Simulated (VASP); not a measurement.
# Sn (I4/mmm) in VASP: a series of runs

Sn is run at these levels: PBEsol+D3(BJ); tasks: single point.

All numbers are computed with VASP 6.6.1; they aren't measurements. Logs are shortened: lines on timing, memory, paths and dates and some standing lists are left out, and cuts for length are marked.

## 1. The cell of the first run

It takes space group I4/mmm (No. 139, tetragonal). Conventional cell: a = 3.486 Å, b = 3.486 Å, c = 3.789 Å, α = 90.00°, β = 90.00°, γ = 90.00°. Sn (site symmetry 4/mmm) has 14 Sn at 3.11 to 3.79 Å within 4.1 Å.

## 2. Single point, PBEsol+D3(BJ) (strain -0.080 along x and y, +0.000 along z)

INCAR reads:

```
SYSTEM = Sn
PREC = Accurate ; ENCUT = 520
EDIFF = 1E-7 ; ISMEAR = 0
SIGMA = 0.15 ; LREAL = .False.
LASPH = .True. ; NELM = 80
ALGO = Fast ; ISIF = 2
LWAVE = .False. ; LCHARG = .False.
GGA = PS ; IVDW = 12
NBANDS = 13
```

KPOINTS reads:

```
Automatic mesh
0
Gamma
  18 18 18
  0 0 0
```

POSCAR reads:

```
Sn
1.0
   -1.7430796737      1.7430796737      1.8946518192
    1.7430796737     -1.7430796737      1.8946518192
    1.7430796737      1.7430796737     -1.8946518192
Sn
1
Direct
    0.0000000000      0.0000000000      0.0000000000
```

Potentials or basis: VASP PAW PBE potentials, release 64 (Sn_d).

Launch:

```
cat potpaw_PBE.64/Sn_d/POTCAR > POTCAR
mpirun -np 1 vasp_std > vasp.out
```

OUTCAR:

```text
SYSTEM = Sn
   PREC = Accurate
   ENCUT = 520
   EDIFF = 1E-7
   ISMEAR = 0
   LREAL = .False.
   LASPH = .True.
   NELM = 80
   ISIF = 2
   GGA = PS
   IVDW = 12
 IVDW          = 12

 ion  position               nearest neighbor table
   1  0.000  0.000  0.000-

  LATTYP: Found a body centered tetragonal cell.
 ALAT       =     3.4861593474
 C/A-ratio  =     1.0869565217

  Lattice vectors:

 A1 = (  -1.7430796737,   1.7430796737,   1.8946518192)
 A2 = (   1.7430796737,  -1.7430796737,   1.8946518192)
 A3 = (   1.7430796737,   1.7430796737,  -1.8946518192)

Analysis of symmetry for initial positions (statically):
=====================================================================
 Subroutine PRICEL returns:
 Original cell was already a primitive cell.

 Routine SETGRP: Setting up the symmetry group for a
 body centered tetragonal supercell.

 Subroutine GETGRP returns: Found 16 space group operations
 (whereof 16 operations were pure point group operations)
 out of a pool of 16 trial point group operations.

The static configuration has the point symmetry D_4h.

Analysis of symmetry for dynamics (positions and initial velocities):
=====================================================================
 Subroutine PRICEL returns:
 Original cell was already a primitive cell.

 Routine SETGRP: Setting up the symmetry group for a
 body centered tetragonal supercell.

 Subroutine GETGRP returns: Found 16 space group operations
 (whereof 16 operations were pure point group operations)
 out of a pool of 16 trial point group operations.

The dynamic configuration has the point symmetry D_4h.

 Subroutine INISYM returns: Found 16 space group operations
 (whereof 16 operations are pure point group operations),
 and found     1 'primitive' translations

----------------------------------------------------------------------------------------

                                     Primitive cell

  volume of cell :      23.0263

  direct lattice vectors                    reciprocal lattice vectors
    -1.743079674  1.743079674  1.894651819     0.000000000  0.286848621  0.263900731
     1.743079674 -1.743079674  1.894651819     0.286848621  0.000000000  0.263900731
     1.743079674  1.743079674 -1.894651819     0.286848621  0.286848621  0.000000000

  length of vectors
     3.109076875  3.109076875  3.109076875     0.389776509  0.389776509  0.405665210

  position of ions in fractional coordinates (direct lattice)
     0.000000000  0.000000000  0.000000000

  ion indices of the primitive-cell ions
   primitive index   ion index
                 1           1

----------------------------------------------------------------------------------------

 KPOINTS: Automatic mesh

Automatic generation of k-mesh.
 Grid dimensions read from file:
 generate k-points for:   18   18   18

 Generating k-lattice:

  Cartesian coordinates                     Fractional coordinates (reciprocal lattice)
     0.000000000  0.015936034  0.014661152     0.055555556 -0.000000000  0.000000000
     0.015936034  0.000000000  0.014661152    -0.000000000  0.055555556  0.000000000
     0.015936034  0.015936034  0.000000000     0.000000000  0.000000000  0.055555556

  Length of vectors
     0.021654250  0.021654250  0.022536956

  Shift w.r.t. Gamma in fractional coordinates (k-lattice)
     0.000000000  0.000000000  0.000000000

 Subroutine IBZKPT returns following result:
 ===========================================

 Found    480 irreducible k-points:

 Following reciprocal coordinates:
            Coordinates               Weight
  0.000000  0.000000  0.000000      1.000000
  0.055556 -0.000000  0.000000      8.000000
  0.111111 -0.000000  0.000000      8.000000
  0.166667  0.000000  0.000000      8.000000
  0.222222 -0.000000  0.000000      8.000000
  0.277778  0.000000  0.000000      8.000000
[... 16 lines left out ...]
 -0.277778  0.055556  0.000000     16.000000
 -0.222222  0.055556 -0.000000     16.000000
 [... further k-points ...]
   k-points           NKPTS =    480   k-points in BZ     NKDIM =    480   number of bands    NBANDS=     13
   number of dos      NEDOS =    301   number of ions     NIONS =      1
   total plane-waves  NPLWV =  13824
   dimension x,y,z NGX =    24 NGY =   24 NGZ =   24
   dimension x,y,z NGXF=    48 NGYF=   48 NGZF=   48
   ions per type =               1
   NGX,Y,Z   is equivalent  to a cutoff of  12.83, 12.83, 12.83 a.u.
   NGXF,Y,Z  is equivalent  to a cutoff of  25.67, 25.67, 25.67 a.u.
 SYSTEM =  Sn
   PREC   = accura    normal or accurate (medium, high low for compatibility)
   ISTART =      0    job   : 0-new  1-cont  2-samecut
   ICHARG =      2    charge: 1-file 2-atom 10-const
   ISPIN  =      1    spin polarized calculation?
   LNONCOLLINEAR =      F non collinear calculations
   LSORBIT =      F    spin-orbit coupling
   LASPH  =      T    aspherical Exc in radial PAW
   ENCUT  =  520.0 eV  38.22 Ry    6.18 a.u.   5.78  5.78  5.78*2*pi/ulx,y,z
   NELM   =     80;   NELMIN=  2; NELMDL= -5     # of ELM steps
   EDIFF  = 0.1E-06   stopping-criterion for ELM
   LREAL  =      F    real-space projection
   EDIFFG = 0.1E-05   stopping-criterion for IOM
   NSW    =      0    number of steps for IOM
   IBRION =     -1    ionic relax: 0-MD 1-quasi-New 2-CG
   NFREE  =      0    steps in history (QN), initial steepest desc. (CG)
   ISIF   =      2    stress and relaxation
   ISYM   =      2    0-nonsym 1-usesym 2-fastsym
   POTIM  = 0.5000    time-step for ionic-motion
   TEBEG  =    0.0;   TEEND  =   0.0 temperature during run
   PSTRESS=    0.0 pullay stress
   NELECT =      14.0000    total number of electrons
   NUPDOWN=      -1.0000    fix difference up-down
   EMIN   =  10.00;   EMAX   =-10.00  energy-range for DOS
   EFERMI =   0.00;   METHOD = LEGACY
   ISMEAR =     0;   SIGMA  =   0.15  broadening in eV -4-tet -1-fermi 0-gaus
   EFERMI_NEDOS =   21; number of points for ismear=-14 and -15
   IALGO  =     68    algorithm
   IMIX   =      4    mixing-type and parameters
     AMIX     =   0.40;   BMIX     =  1.00
     AMIX_MAG =   1.60;   BMIX_MAG =  1.00
  volume/ion in A,a.u.               =      23.03       155.39
  Fermi-wavevector in a.u.,A,eV,Ry     =   1.386893  2.620847 26.170419  1.923472
  Thomas-Fermi vector in A             =   2.511166
   LORBIT       =      0    0 simple, 1 ext, 2 COOP (PROOUT), +10 PAW based schemes
   GGA     = PS    functional components
   LHFCALC =     F    Hartree Fock is set to
   AEXX    =    0.0000 exact exchange contribution
   IVDW    =    12    specifies the selected vdW correction
   LEPSILON=     F    determine dielectric tensor
   LRPA    =     F    only Hartree local field effects (RPA)
 non-spin polarized calculation
 RMM-DIIS sequential band-by-band and
 Gauss-broadening in eV      SIGMA  =   0.15
  energy-cutoff  :      520.00
  volume of cell :       23.03
 maximum number of plane-waves:       639
   NGX = 11   NGY = 11   NGZ = 11

 number of electron      14.0000008 magnetization

 Free energy of the ion-electron system (eV)
  ---------------------------------------------------
  ext. energy  EPLUGINS =         0.00000000
  ---------------------------------------------------
  free energy    TOTEN  =        -4.15068992 eV

  energy without entropy =       -4.14580531  energy(sigma->0) =       -4.14824762

 E-fermi :  10.1074     XC(G=0): -11.3073

 val. band max:       10.1067605777   @ k =  -0.4444  -0.4444   0.4444
 cond. band min:      10.1162508136   @ k =   0.2222   0.1111   0.0556
 fundamental gap:      0.0094902359
 Fermi energy:        10.1073736402

 k-point     1 :       0.0000    0.0000    0.0000
  band No.  band energies     occupation
      1     -11.4909      2.00000
      2     -11.4909      2.00000
      3     -11.4511      2.00000
      4     -11.2911      2.00000
      5     -11.2340      2.00000
      6      -2.3177      2.00000
      7      19.3491      0.00000
      8      19.7511      0.00000
      9      19.7511      0.00000
     10      21.8260      0.00000
     11      23.2312      0.00000
     12      23.2318      0.00000
     13      23.6439      0.00000

 k-point     2 :       0.0556   -0.0000    0.0000
  band No.  band energies     occupation
      1     -11.4875      2.00000
      2     -11.4871      2.00000
      3     -11.4470      2.00000
      4     -11.2924      2.00000
      5     -11.2358      2.00000
      6      -2.2424      2.00000
      7      18.6612      0.00000
      8      19.4151      0.00000
      9      19.4673      0.00000
     10      21.4910      0.00000
     11      22.7916      0.00000
     12      22.8563      0.00000
     13      24.0917      0.00000

 k-point     3 :       0.1111   -0.0000    0.0000
  band No.  band energies     occupation
      1     -11.4849      2.00000
      2     -11.4783      2.00000
      3     -11.4265      2.00000
      4     -11.2962      2.00000
      5     -11.2405      2.00000
      6      -2.0158      2.00000
      7      16.8256      0.00000
      8      18.6583      0.00000
      9      19.1367      0.00000
     10      21.2305      0.00000
     11      22.0819      0.00000
     12      22.3534      0.00000
     13      24.4620      0.00000
[... 305 lines left out ...]
 k-point    23 :      -0.2778    0.0556    0.0000
  band No.  band energies     occupation
      1     -11.5058      2.00000
      2     -11.4544      2.00000
      3     -11.3063      2.00000
      4     -11.2996      2.00000
      5     -11.2515      2.00000
      6      -0.6893      2.00000
      7      11.6535      0.00000
      8      16.1756      0.00000
      9      17.3764      0.00000
     10      20.8103      0.00000
     11      20.9506      0.00000
     12      21.9619      0.00000
     13      26.3715      0.00000

 k-point    24 :      -0.2222    0.0556   -0.0000
  band No.  band energies     occupation
      1     -11.4949      2.00000
      2     -11.4628      2.00000
      3     -11.3552      2.00000
      4     -11.3003      2.00000
      5     -11.2493      2.00000
      6      -1.3065      2.00000
      7      13.6568      0.00000
      8      16.9987      0.00000
      9      17.9128      0.00000
     10      21.0483      0.00000
     11      21.2253      0.00000
     12      21.9750      0.00000
     13      25.6344      0.00000

 [... further k-points ...]

------------------------ aborting loop because EDIFF is reached ----------------------------------------

 Edisp (eV)   -0.46291

 E8    (eV) :    -0.3268

  FORCE on cell =-STRESS in cart. coord.  units (eV):
  Direction    XX          YY          ZZ          XY          YZ          ZX
  --------------------------------------------------------------------------------------
  -------------------------------------------------------------------------------------
  Total       0.93377     0.93377     0.93466     0.00000     0.00000     0.00000
  in kB      64.97206    64.97206    65.03397     0.00000     0.00000     0.00000
  external pressure =       64.99 kB  Pullay stress =        0.00 kB

 VOLUME and BASIS-vectors are now :
 -----------------------------------------------------------------------------
  energy-cutoff  :      520.00
  volume of cell :       23.03
      direct lattice vectors                 reciprocal lattice vectors
    -1.743079674  1.743079674  1.894651819     0.000000000  0.286848621  0.263900731
     1.743079674 -1.743079674  1.894651819     0.286848621  0.000000000  0.263900731
     1.743079674  1.743079674 -1.894651819     0.286848621  0.286848621  0.000000000

 POSITION                                       TOTAL-FORCE (eV/Angst)
 -----------------------------------------------------------------------------------
      0.00000      0.00000      0.00000         0.000000     -0.000000      0.000000
 -----------------------------------------------------------------------------------
    total drift:                                0.000000      0.000000      0.000000

  FREE ENERGIE OF THE ION-ELECTRON SYSTEM (eV)
  ---------------------------------------------------
  free  energy   TOTEN  =        -4.6136018185 eV

  energy  without entropy=       -4.6087172087  energy(sigma->0) =       -4.61115951
```

Wall time 51 s (1 thread of Intel Xeon Platinum 8559C (Emerald Rapids), shared host); peak memory 0.25 GiB.

What came out:

```
Free energy                : -4.6136 eV
Pressure                   : 6.5 GPa
Band gap on the k mesh     : zero (band 7 reaches 19.35 eV, above the bottom of band 8 at 7.15 eV)
Dispersion energy per atom : -0.463 eV
```

Levels at points of the mesh, in eV from the Fermi level:
```
           k point  band 5  band 6  band 7  band 8  band 9  band 10
(0.00, 0.00, 0.00)  -21.34  -12.43    9.24    9.64    9.64    11.72
(0.50, 0.00, 0.00)  -21.23   -6.82   -5.43    4.65    6.52     9.42
(0.50, 0.50, 0.00)  -21.21   -6.18   -5.15    3.46    4.93     7.96
(0.50, 0.50, 0.50)  -21.25   -1.82   -1.75   -0.06   -0.06     3.71
```

Caveat: the cell differs from its parent crystal (strain -0.080 along x and y, +0.000 along z); the PAW data sets were made with another functional, which shifts forces and pressure a little; spin-orbit coupling is left out, which moves the levels of the heavy elements; pairwise dispersion overbinds metals, which lowers pressure and volume.

## 3. Single point, PBEsol+D3(BJ) (strain -0.080 along x and y, +0.040 along z)

INCAR reads:

```
ALGO = Fast
EDIFF = 1E-7
ENCUT = 520
GGA = PS
ISIF = 2
ISMEAR = 0
IVDW = 12
LASPH = T
LCHARG = F
LREAL = F
LWAVE = F
NBANDS = 13
NELM = 80
PREC = Accurate
SIGMA = 0.15
```

KPOINTS reads:

```
k-points
0
Gamma
  18 18 18
```

POSCAR reads:

```
Sn
1.0
   -1.7430796737      1.7430796737      1.9704378920
    1.7430796737     -1.7430796737      1.9704378920
    1.7430796737      1.7430796737     -1.9704378920
Sn
1
Direct
    0.0000000000      0.0000000000      0.0000000000
```

Potentials or basis: VASP PAW PBE potentials, release 64 (Sn_d).

Launch:

```
cat potpaw_PBE.64/Sn_d/POTCAR > POTCAR
mpirun -np 1 vasp_std > vasp.out
```

Run time: 52 s. Hardware: 1 thread of Intel Xeon Platinum 8559C (Emerald Rapids), shared host; peak memory 0.26 GiB.

The run converged. Its results:

* Free energy: -4.6396 eV
* Pressure: 3.3 GPa
* Band gap on the k mesh: zero (band 7 reaches 18.32 eV, above the bottom of band 8 at 6.81 eV)
* Dispersion energy per atom: -0.444 eV

Stress tensor (GPa, compression positive):
```
3.65 0.00 0.00
0.00 3.65 0.00
0.00 0.00 2.71
```

Levels at points of the mesh, in eV from the Fermi level:
```
           k point  band 4  band 5  band 6  band 7  band 8  band 9  band 10  band 11
(0.00, 0.00, 0.00)  -21.41  -21.35  -12.12    8.73    9.16    9.16    11.40    13.01
(0.50, 0.00, 0.00)  -21.35  -21.26   -6.85   -5.26    4.71    6.59     9.49     9.50
(0.50, 0.50, 0.00)  -21.33  -21.23   -5.97   -4.86    3.05    4.37     7.44     7.47
(0.50, 0.50, 0.50)  -21.26  -21.26   -2.30   -2.20    0.25    0.25     3.82     4.47
```

Caveat: the cell differs from its parent crystal (strain -0.080 along x and y, +0.040 along z); the PAW data sets were made with another functional, which shifts forces and pressure a little; spin-orbit coupling is left out, which moves the levels of the heavy elements; pairwise dispersion overbinds metals, which lowers pressure and volume.

(Part 1 of 2 ends here.)
